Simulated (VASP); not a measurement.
# NaCl (Fm-3m) in VASP: notebook, part 2 of 2

VASP 6.6.1. The steps go on from the part before.

## (3) Relaxation of cell and atoms, PBE+D3(BJ)

INCAR reads:

```
ALGO = Normal
EDIFF = 1E-7
EDIFFG = -0.01
ENCUT = 600
GGA = PE
IBRION = 2
ISIF = 3
ISMEAR = -1
IVDW = 12
LASPH = True
LCHARG = False
LREAL = False
LWAVE = False
NELM = 60
NSW = 60
PREC = Accurate
SIGMA = 0.05
```

KPOINTS reads:

```
k-points
0
Gamma
  8 8 8
```

POSCAR reads:

```
NaCl
1.0
    0.0000000000      2.7940632177      2.7940632177
    2.7940632177      0.0000000000      2.7940632177
    2.7940632177      2.7940632177      0.0000000000
Cl Na
1 1
Direct
    0.5000000000      0.5000000000      0.5000000000
    0.0000000000      0.0000000000      0.0000000000
```

Potentials or basis: VASP PAW PBE potentials, release 64 (Cl, Na_pv).

Run with:

```console
cat potpaw_PBE.64/Cl/POTCAR potpaw_PBE.64/Na_pv/POTCAR > POTCAR
mpirun -np 1 vasp_std > vasp.out
```

OUTCAR:

```text
EDIFF = 1E-7
   EDIFFG = -0.01
   ENCUT = 600
   GGA = PE
   IBRION = 2
   ISIF = 3
   ISMEAR = -1
   IVDW = 12
   LASPH = True
   LREAL = False
   NELM = 60
   NSW = 60
   PREC = Accurate
 IVDW          = 12

 ion  position               nearest neighbor table
   1  0.500  0.500  0.500-
   2  0.000  0.000  0.000-

  LATTYP: Found a face centered cubic cell.
 ALAT       =     5.5881264354

  Lattice vectors:

 A1 = (   0.0000000000,   2.7940632177,   2.7940632177)
 A2 = (   2.7940632177,   0.0000000000,   2.7940632177)
 A3 = (   2.7940632177,   2.7940632177,   0.0000000000)

Analysis of symmetry for initial positions (statically):
=====================================================================
 Subroutine PRICEL returns:
 Original cell was already a primitive cell.

 Routine SETGRP: Setting up the symmetry group for a
 face centered cubic supercell.

 Subroutine GETGRP returns: Found 48 space group operations
 (whereof 48 operations were pure point group operations)
 out of a pool of 48 trial point group operations.

The static configuration has the point symmetry O_h .

Analysis of symmetry for dynamics (positions and initial velocities):
=====================================================================
 Subroutine PRICEL returns:
 Original cell was already a primitive cell.

 Routine SETGRP: Setting up the symmetry group for a
 face centered cubic supercell.

 Subroutine GETGRP returns: Found 48 space group operations
 (whereof 48 operations were pure point group operations)
 out of a pool of 48 trial point group operations.

The dynamic configuration has the point symmetry O_h .

 Subroutine INISYM returns: Found 48 space group operations
 (whereof 48 operations are pure point group operations),
 and found     1 'primitive' translations

----------------------------------------------------------------------------------------

                                     Primitive cell

  volume of cell :      43.6253

[... 170 lines left out ...]
  free  energy   TOTEN  =        -7.2076972615 eV

  energy  without entropy=       -7.2076972615  energy(sigma->0) =       -7.20769726

--------------------------------------- Ionic step        2  -------------------------------------------

 number of electron      14.0000010 magnetization

 Free energy of the ion-electron system (eV)
  ---------------------------------------------------
  ext. energy  EPLUGINS =         0.00000000
  ---------------------------------------------------
  free energy    TOTEN  =        -6.76497068 eV

  energy without entropy =       -6.76497068  energy(sigma->0) =       -6.76497068

 E-fermi :   0.5198     XC(G=0):  -8.2967

 val. band max:       -0.5527172216   @ k =   0.0000   0.0000   0.0000
 cond. band min:       4.6748695133   @ k =   0.0000   0.0000   0.0000
 fundamental gap:      5.2275867349
 Fermi energy:         0.5198155419

 k-point     1 :       0.0000    0.0000    0.0000
  band No.  band energies     occupation
      1     -21.3135      2.00000
      2     -21.3135      2.00000
      3     -21.3135      2.00000
      4     -13.2813      2.00000
      5      -0.5527      2.00000
      6      -0.5527      2.00000
      7      -0.5527      2.00000
      8       4.6749      0.00000
      9      10.5982      0.00000
     10      10.5982      0.00000
     11      10.5982      0.00000
[... 309 lines left out ...]
 k-point    24 :      -0.3750    0.2500    0.1250
  band No.  band energies     occupation
      1     -21.3405      2.00000
      2     -21.3227      2.00000
      3     -21.3184      2.00000
      4     -12.8784      2.00000
      5      -2.2835      2.00000
      6      -1.3555      2.00000
      7      -0.9876      2.00000
      8       7.8560      0.00000
      9       9.1188      0.00000
     10       9.8371      0.00000
     11      11.2927      0.00000

 [... further k-points ...]

------------------------ aborting loop because EDIFF is reached ----------------------------------------

 Edisp (eV)   -0.44280

 E8    (eV) :    -0.1852

  FORCE on cell =-STRESS in cart. coord.  units (eV):
  Direction    XX          YY          ZZ          XY          YZ          ZX
  --------------------------------------------------------------------------------------
  -------------------------------------------------------------------------------------
  Total      -0.01613    -0.01613    -0.01613    -0.00000    -0.00000     0.00000
  in kB      -0.59389    -0.59389    -0.59389    -0.00000    -0.00000     0.00000
  external pressure =       -0.59 kB  Pullay stress =        0.00 kB

 VOLUME and BASIS-vectors are now :
 -----------------------------------------------------------------------------
  energy-cutoff  :      600.00
  volume of cell :       43.51
      direct lattice vectors                 reciprocal lattice vectors
     0.000000000  2.791589344  2.791589344    -0.179109439  0.179109439  0.179109439
     2.791589344  0.000000000  2.791589344     0.179109439 -0.179109439  0.179109439
     2.791589344  2.791589344  0.000000000     0.179109439  0.179109439 -0.179109439

 POSITION                                       TOTAL-FORCE (eV/Angst)
 -----------------------------------------------------------------------------------
      2.79159      2.79159      2.79159         0.000000      0.000000      0.000000
      0.00000      0.00000      0.00000        -0.000000     -0.000000     -0.000000
 -----------------------------------------------------------------------------------
    total drift:                                0.000000     -0.000000     -0.000000

  FREE ENERGIE OF THE ION-ELECTRON SYSTEM (eV)
  ---------------------------------------------------
  free  energy   TOTEN  =        -7.2077693005 eV

  energy  without entropy=       -7.2077693005  energy(sigma->0) =       -7.20776930

 reached required accuracy - stopping structural energy minimisation
```

OSZICAR:

```text
N       E                     dE             d eps       ncg     rms          rms(c)
DAV:   1     0.999281633464E+02    0.99928E+02   -0.78731E+03   638   0.141E+03
DAV:   2     0.164029117484E+01   -0.98288E+02   -0.90667E+02   718   0.297E+02
DAV:   3    -0.676852004724E+01   -0.84088E+01   -0.83540E+01   758   0.837E+01
[... 15 lines left out ...]
DAV:   2    -0.676506507084E+01    0.51097E-03   -0.82441E-04   719   0.321E-01    0.654E-02
DAV:   3    -0.676497555271E+01    0.89518E-04   -0.21131E-04   722   0.170E-01    0.315E-02
DAV:   4    -0.676497068751E+01    0.48652E-05   -0.59046E-06   925   0.306E-02    0.248E-03
DAV:   5    -0.676497058596E+01    0.10156E-06   -0.63805E-07   692   0.702E-03    0.150E-03
DAV:   6    -0.676497068036E+01   -0.94400E-07   -0.36556E-08   340   0.329E-03
   2 F= -.72077693E+01 E0= -.72077693E+01  d E =-.720390E-04
```

Wall time 12 s (1 thread of Intel Xeon 6975P-C (Granite Rapids), shared host); peak memory 0.18 GiB.

Results:

```yaml
Free_energy: -7.2078 eV
Relaxed_volume: 21.75 Å³/atom
Relaxed_cell: a = 3.948 Å, b = 3.948 Å, c = 3.948 Å, α = 60.00°, β = 60.00°, γ = 60.00°
Space_group_after_relaxing_to_0.05_Å: Fm-3m (No. 225)
Energy_gained_by_relaxing: 0.0 meV/atom
Ionic_steps: 2
Pressure_after_relaxing: -0.1 GPa
Band_gap_on_the_k_mesh: 5.23 eV, direct
Dispersion_energy_per_atom: -0.221 eV
```

Final structure:
```yaml
crystal:
  lattice:
    - [0.00000, 2.79159, 2.79159]
    - [2.79159, 0.00000, 2.79159]
    - [2.79159, 2.79159, 0.00000]
  atoms:
    - { symbol: Cl, position: [0.50000, 0.50000, 0.50000] }
    - { symbol: Na, position: [0.00000, 0.00000, 0.00000] }
```

## (4) Relaxation of cell and atoms, PBE+D4

INCAR reads:

```
ALGO = Normal
EDIFF = 1E-7
EDIFFG = -0.01
ENCUT = 600
GGA = PE
IBRION = 2
ISIF = 3
ISMEAR = -1
IVDW = 13
LASPH = T
LCHARG = F
LREAL = F
LWAVE = F
NELM = 100
NSW = 60
PREC = Accurate
SIGMA = 0.05
```

KPOINTS is that of step 3.

POSCAR is that of step 3.

Run with:

```console
cat potpaw_PBE.64/Cl/POTCAR potpaw_PBE.64/Na_pv/POTCAR > POTCAR
mpirun -np 1 vasp_std > vasp.out
```

Run time: 16 s. Hardware: 1 thread of Intel Xeon 6975P-C (Granite Rapids), shared host; peak memory 0.17 GiB.

It converged, with:

```yaml
Free_energy: -6.9701 eV
Relaxed_volume: 22.40 Å³/atom
Relaxed_cell: a = 3.987 Å, b = 3.987 Å, c = 3.987 Å, α = 60.00°, β = 60.00°, γ = 60.00°
Space_group_after_relaxing_to_0.05_Å: Fm-3m (No. 225)
Energy_gained_by_relaxing: 1.2 meV/atom
Ionic_steps: 3
Pressure_after_relaxing: 0.0 GPa
Band_gap_on_the_k_mesh: 5.11 eV, direct
Dispersion_energy_per_atom: -0.098 eV
```

Step by step:
```csv
step,energy change (eV),largest force (eV/Å),pressure (GPa),volume (Å³)
1,0.0000,0.0000,0.71,43.63
2,-0.0019,0.0000,0.32,44.24
3,-0.0025,0.0000,-0.02,44.81
```

Final structure:
```xyz
2
Lattice="0.0000 2.8191 2.8191 2.8191 0.0000 2.8191 2.8191 2.8191 0.0000" Properties=species:S:1:pos:R:3 pbc="T T T"
Cl    2.8191    2.8191    2.8191
Na    0.0000    0.0000    0.0000
```

Levels at points of the mesh, in eV from the valence-band top:
```
           k point  band 5  band 6  band 7  band 8  band 9  band 10
(0.00, 0.00, 0.00)    0.00    0.00    0.00    5.11   11.12    11.12
(0.50, 0.00, 0.00)   -1.93   -0.26   -0.26    7.28   10.63    10.98
(0.50, 0.50, 0.00)   -1.66   -0.60   -0.60    7.54    8.08    11.33
```

## (5) Summary

```tsv
level	gap on the mesh (eV)	pressure (GPa)	relaxed volume (Å³/atom)
PBE	4.99	0.0	23.13
PBE+D3(BJ)	5.23	-0.1	21.75
PBE+D4	5.11	0.0	22.40
```

Alike in all rows: task relaxation of cell and atoms; potentials or basis VASP PAW PBE potentials, release 64 (Cl, Na_pv); no spin polarisation; cell relaxed; k mesh 8 × 8 × 8; cutoff (eV) 600; smearing fermi-dirac 0.05 eV.

Absolute energies hang on the potentials; compare differences alone.
